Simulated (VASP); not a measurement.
# LiCl in VASP: further runs

LiCl is run at these levels: PBE, r2SCAN; tasks: single point.

Program: VASP 6.6.1. These are calculated values, not measurements. Logs are shortened: lines on timing, memory, paths and dates and some standing lists are left out, and cuts for length are marked.

## Step 1: The cell of the first run

Symmetry: Fm-3m, No. 225, cubic system. The conventional cell has a = 5.112 Å, b = 5.112 Å, c = 5.112 Å, α = 90.00°, β = 90.00°, γ = 90.00°. Within 3.4 Å of Li (site symmetry m-3m) lie 6 Cl at 2.56 Å. Within 3.4 Å of Cl (site symmetry m-3m) lie 6 Li at 2.56 Å.

## Step 2: Single point, PBE

Input file INCAR:

```
SYSTEM = LiCl
PREC = Accurate
ENCUT = 520
EDIFF = 1E-6
ISMEAR = -1
SIGMA = 0.02
LREAL = .FALSE.
LASPH = .TRUE.
NELM = 60
ALGO = Normal
ISIF = 2
LWAVE = .FALSE.
LCHARG = .FALSE.
GGA = PE
NBANDS = 12
```

Input file KPOINTS:

```
regular mesh
0
G
  8 8 8
  0 0 0
```

Input file POSCAR:

```
LiCl
1.0
    0.0000000000      2.5560252063      2.5560252063
    2.5560252063      0.0000000000      2.5560252063
    2.5560252063      2.5560252063      0.0000000000
Li Cl
1 1
Direct
    0.0000000000      0.0000000000      0.0000000000
    0.5000000000      0.5000000000      0.5000000000
```

Potentials or basis: VASP PAW PBE potentials, release 64 (Li_sv, Cl).

The run is started by

```
> cat potpaw_PBE.64/Li_sv/POTCAR potpaw_PBE.64/Cl/POTCAR > POTCAR
> mpirun -np 1 vasp_std > vasp.out
```

OUTCAR:

```text
SYSTEM = LiCl
   PREC = Accurate
   ENCUT = 520
   EDIFF = 1E-6
   ISMEAR = -1
   LREAL = .FALSE.
   LASPH = .TRUE.
   NELM = 60
   ISIF = 2
   GGA = PE

 ion  position               nearest neighbor table
   1  0.000  0.000  0.000-   2 2.56   2 2.56   2 2.56   2 2.56   2 2.56   2 2.56
   2  0.500  0.500  0.500-   1 2.56   1 2.56   1 2.56   1 2.56   1 2.56   1 2.56

  LATTYP: Found a face centered cubic cell.
 ALAT       =     5.1120504126

  Lattice vectors:

 A1 = (   0.0000000000,   2.5560252063,   2.5560252063)
 A2 = (   2.5560252063,   0.0000000000,   2.5560252063)
 A3 = (   2.5560252063,   2.5560252063,   0.0000000000)

Analysis of symmetry for initial positions (statically):
=====================================================================
 Subroutine PRICEL returns:
 Original cell was already a primitive cell.

 Routine SETGRP: Setting up the symmetry group for a
 face centered cubic supercell.

 Subroutine GETGRP returns: Found 48 space group operations
 (whereof 48 operations were pure point group operations)
 out of a pool of 48 trial point group operations.

The static configuration has the point symmetry O_h .

Analysis of symmetry for dynamics (positions and initial velocities):
=====================================================================
 Subroutine PRICEL returns:
 Original cell was already a primitive cell.

 Routine SETGRP: Setting up the symmetry group for a
 face centered cubic supercell.

 Subroutine GETGRP returns: Found 48 space group operations
 (whereof 48 operations were pure point group operations)
 out of a pool of 48 trial point group operations.

The dynamic configuration has the point symmetry O_h .

 Subroutine INISYM returns: Found 48 space group operations
 (whereof 48 operations are pure point group operations),
 and found     1 'primitive' translations

----------------------------------------------------------------------------------------

                                     Primitive cell

  volume of cell :      33.3984

  direct lattice vectors                    reciprocal lattice vectors
     0.000000000  2.556025206  2.556025206    -0.195616224  0.195616224  0.195616224
     2.556025206  0.000000000  2.556025206     0.195616224 -0.195616224  0.195616224
     2.556025206  2.556025206  0.000000000     0.195616224  0.195616224 -0.195616224

  length of vectors
     3.614765513  3.614765513  3.614765513     0.338817239  0.338817239  0.338817239
[... 82 lines left out ...]
   LREAL  =      F    real-space projection
   EDIFFG = 0.1E-04   stopping-criterion for IOM
   NSW    =      0    number of steps for IOM
   IBRION =     -1    ionic relax: 0-MD 1-quasi-New 2-CG
   NFREE  =      0    steps in history (QN), initial steepest desc. (CG)
   ISIF   =      2    stress and relaxation
   ISYM   =      2    0-nonsym 1-usesym 2-fastsym
   POTIM  = 0.5000    time-step for ionic-motion
   TEBEG  =    0.0;   TEEND  =   0.0 temperature during run
   PSTRESS=    0.0 pullay stress
   NELECT =      10.0000    total number of electrons
   NUPDOWN=      -1.0000    fix difference up-down
   EMIN   =  10.00;   EMAX   =-10.00  energy-range for DOS
   EFERMI =   0.00;   METHOD = LEGACY
   ISMEAR =    -1;   SIGMA  =   0.02  broadening in eV -4-tet -1-fermi 0-gaus
   EFERMI_NEDOS =   21; number of points for ismear=-14 and -15
   IALGO  =     38    algorithm
   IMIX   =      4    mixing-type and parameters
     AMIX     =   0.40;   BMIX     =  1.00
     AMIX_MAG =   1.60;   BMIX_MAG =  1.00
  volume/ion in A,a.u.               =      16.70       112.69
  Fermi-wavevector in a.u.,A,eV,Ry     =   1.095216  2.069658 16.320156  1.199498
  Thomas-Fermi vector in A             =   2.231535
   LORBIT       =      0    0 simple, 1 ext, 2 COOP (PROOUT), +10 PAW based schemes
   GGA     = PE    functional components
   LHFCALC =     F    Hartree Fock is set to
   AEXX    =    0.0000 exact exchange contribution
   IVDW    =     0    specifies the selected vdW correction
   LEPSILON=     F    determine dielectric tensor
   LRPA    =     F    only Hartree local field effects (RPA)
 non-spin polarized calculation
  energy-cutoff  :      520.00
  volume of cell :       33.40
 maximum number of plane-waves:       934
   NGX = 13   NGY = 13   NGZ = 13

 number of electron      10.0000003 magnetization

 Free energy of the ion-electron system (eV)
  ---------------------------------------------------
  ext. energy  EPLUGINS =         0.00000000
  ---------------------------------------------------
  free energy    TOTEN  =        -7.38457059 eV

  energy without entropy =       -7.38457059  energy(sigma->0) =       -7.38457059

 E-fermi :   1.0758     XC(G=0):  -8.7752

 val. band max:        0.6567189817   @ k =   0.0000   0.0000   0.0000
 cond. band min:       7.0568144531   @ k =   0.0000   0.0000   0.0000
 fundamental gap:      6.4000954714
 Fermi energy:         1.0758334944

 k-point     1 :       0.0000    0.0000    0.0000
  band No.  band energies     occupation
      1     -42.8480      2.00000
      2     -12.7761      2.00000
      3       0.6567      2.00000
      4       0.6567      2.00000
      5       0.6567      2.00000
      6       7.0568      0.00000
      7      12.6038      0.00000
      8      12.6038      0.00000
      9      12.6038      0.00000
     10      15.2475      0.00000
     11      15.2476      0.00000
     12      15.2552      0.00000
[... 331 lines left out ...]
 k-point    24 :      -0.3750    0.2500    0.1250
  band No.  band energies     occupation
      1     -42.8447      2.00000
      2     -12.0754      2.00000
      3      -1.9237      2.00000
      4      -0.6689      2.00000
      5       0.0687      2.00000
      6       8.8930      0.00000
      7       9.9999      0.00000
      8      11.2293      0.00000
      9      12.4829      0.00000
     10      16.2401      0.00000
     11      16.8549      0.00000
     12      18.9055      0.00000

 [... further k-points ...]
[... 5 lines left out ...]
  --------------------------------------------------------------------------------------
  -------------------------------------------------------------------------------------
  Total        0.1352938      0.1352938      0.1352938      0.0000000     -0.0000000      0.0000000
  in kB        6.4902736      6.4902736      6.4902736      0.0000000     -0.0000000      0.0000000
  external PRESSURE =       6.4902736 kB  Pullay stress =       0.0000000 kB

 VOLUME and BASIS-vectors are now :
 -----------------------------------------------------------------------------
  energy-cutoff  :      520.00
  volume of cell :       33.40
      direct lattice vectors                 reciprocal lattice vectors
     0.000000000  2.556025206  2.556025206    -0.195616224  0.195616224  0.195616224
     2.556025206  0.000000000  2.556025206     0.195616224 -0.195616224  0.195616224
     2.556025206  2.556025206  0.000000000     0.195616224  0.195616224 -0.195616224

 POSITION                                       TOTAL-FORCE (eV/Angst)
 -----------------------------------------------------------------------------------
      0.00000      0.00000      0.00000        -0.000000     -0.000000     -0.000000
      2.55603      2.55603      2.55603         0.000000      0.000000      0.000000
 -----------------------------------------------------------------------------------
    total drift:                                0.000000      0.000000      0.000000

  FREE ENERGIE OF THE ION-ELECTRON SYSTEM (eV)
  ---------------------------------------------------
  free  energy   TOTEN  =        -7.3845705922 eV

  energy  without entropy=       -7.3845705922  energy(sigma->0) =       -7.38457059
```

stdout:

```text
POSCAR found type information on POSCAR LiCl
 POSCAR found :  2 types and       2 ions
 scaLAPACK will be used
 LDA part: xc-table for (Slater+PW92), standard interpolation
 POSCAR, INCAR and KPOINTS ok, starting setup
 FFT: planning ... GRIDC
 FFT: planning ... GRID_SOFT
 FFT: planning ... GRID
 WAVECAR not read
 entering main loop
```

Wall time 11 s (1 thread of AMD EPYC 7R43 (Zen 3), shared host); peak memory 0.12 GiB.

Results:

| Property | Result |
| --- | --- |
| Free energy | -7.3846 eV |
| Band gap on the k mesh | 6.40 eV, direct |

Caveat: the cutoff is under 1.25 times the usual one of these potentials, so pressure, stress and relaxed cells hold a basis-set (Pulay) error.

## Step 3: Single point, PBE (biaxial xy strain +1.4%)

Input file INCAR:

```
SYSTEM = LiCl
PREC     = Accurate       ! precision mode
ENCUT    = 520            ! plane-wave cutoff, eV
EDIFF    = 1E-6           ! SCF threshold, eV
ISMEAR   = 0              ! smearing method
SIGMA    = 0.01           ! smearing width, eV
LREAL    = .FALSE.        ! projectors in reciprocal space
LASPH    = .TRUE.         ! aspherical terms in the spheres
NELM     = 60             ! most SCF steps
ALGO     = Normal         ! electronic algorithm
ISIF     = 2              ! what is computed and relaxed
LWAVE    = .FALSE.        ! write WAVECAR
LCHARG   = .FALSE.        ! write CHGCAR
GGA      = PE             ! functional
NBANDS   = 12             ! bands
```

Input file KPOINTS:

```
regular mesh
0
G
  6 6 6
  0 0 0
```

Input file POSCAR:

```
LiCl
1.0
    0.0000000000      2.5910427516      2.5560252063
    2.5910427516      0.0000000000      2.5560252063
    2.5910427516      2.5910427516      0.0000000000
Li Cl
1 1
Direct
    0.0000000000      0.0000000000      0.0000000000
    0.5000000000      0.5000000000      0.5000000000
```

Potentials or basis: VASP PAW PBE potentials, release 64 (Li_sv, Cl).

The run is started by

```
> cat potpaw_PBE.64/Li_sv/POTCAR potpaw_PBE.64/Cl/POTCAR > POTCAR
> mpirun -np 1 vasp_std > vasp.out
```

Wall time 14 s (1 thread of AMD EPYC 7R43 (Zen 3), shared host); peak memory 0.12 GiB.

It converged, with:

```
Free energy            : -7.3856 eV
Band gap on the k mesh : 6.23 eV, direct
```

Levels at points of the mesh, in eV from the valence-band top:
```csv
k point,band 3,band 4,band 5,band 6,band 7,band 8
"(0.00, 0.00, 0.00)",-0.04,0.00,0.00,6.23,11.87,11.87
"(0.50, 0.00, 0.00)",-2.76,-0.28,-0.24,6.73,9.42,9.53
"(0.50, 0.50, 0.00)",-2.83,-1.11,-1.11,7.82,8.26,12.41
"(0.50, 0.00, 0.50)",-2.83,-1.11,-1.02,7.85,8.33,12.22
```

Caveat: the cell differs from its parent crystal (biaxial xy strain +1.4%); the cutoff is under 1.25 times the usual one of these potentials, so pressure, stress and relaxed cells hold a basis-set (Pulay) error.

## Step 4: Single point, PBE (uniaxial z strain +5.4%)

Input file INCAR:

```
ALGO = Normal ; EDIFF = 1E-6
ENCUT = 520 ; GGA = PE
ISIF = 2 ; ISMEAR = 0
LASPH = True ; LCHARG = False
LREAL = False ; LWAVE = False
NBANDS = 12 ; NELM = 60
PREC = Accurate ; SIGMA = 0.01
```

Input file KPOINTS:

```
k-points
0
Gamma
  6 6 6
```

Input file POSCAR:

```
LiCl
1.0
    0.0000000000      2.5560252063      2.6945617725
    2.5560252063      0.0000000000      2.6945617725
    2.5560252063      2.5560252063      0.0000000000
Li Cl
1 1
Direct
    0.0000000000      0.0000000000      0.0000000000
    0.5000000000      0.5000000000      0.5000000000
```

The run is started by

```
> cat potpaw_PBE.64/Li_sv/POTCAR potpaw_PBE.64/Cl/POTCAR > POTCAR
> mpirun -np 1 vasp_std > vasp.out
```

It took 12 s on 1 thread of AMD EPYC 7R43 (Zen 3), shared host; peak memory 0.11 GiB.

The run converged. Its results:

```yaml
Free_energy: -7.3784 eV
Band_gap_on_the_k_mesh: 6.03 eV, direct
```

Levels at points of the mesh, in eV from the valence-band top:
| k point | band 3 | band 4 | band 5 | band 6 | band 7 | band 8 |
| --- | --- | --- | --- | --- | --- | --- |
| (0.00, 0.00, 0.00) | -0.12 | -0.12 | 0.00 | 6.03 | 11.55 | 12.00 |
| (0.50, 0.00, 0.00) | -2.72 | -0.38 | -0.25 | 6.63 | 9.23 | 9.61 |
| (0.50, 0.50, 0.00) | -2.77 | -1.00 | -1.00 | 7.81 | 8.44 | 11.55 |
| (0.50, 0.00, 0.50) | -2.78 | -1.32 | -0.98 | 7.70 | 8.22 | 12.26 |

Caveat: the cell differs from its parent crystal (uniaxial z strain +5.4%); the cutoff is under 1.25 times the usual one of these potentials, so pressure, stress and relaxed cells hold a basis-set (Pulay) error.

[end of part 1 of 2]
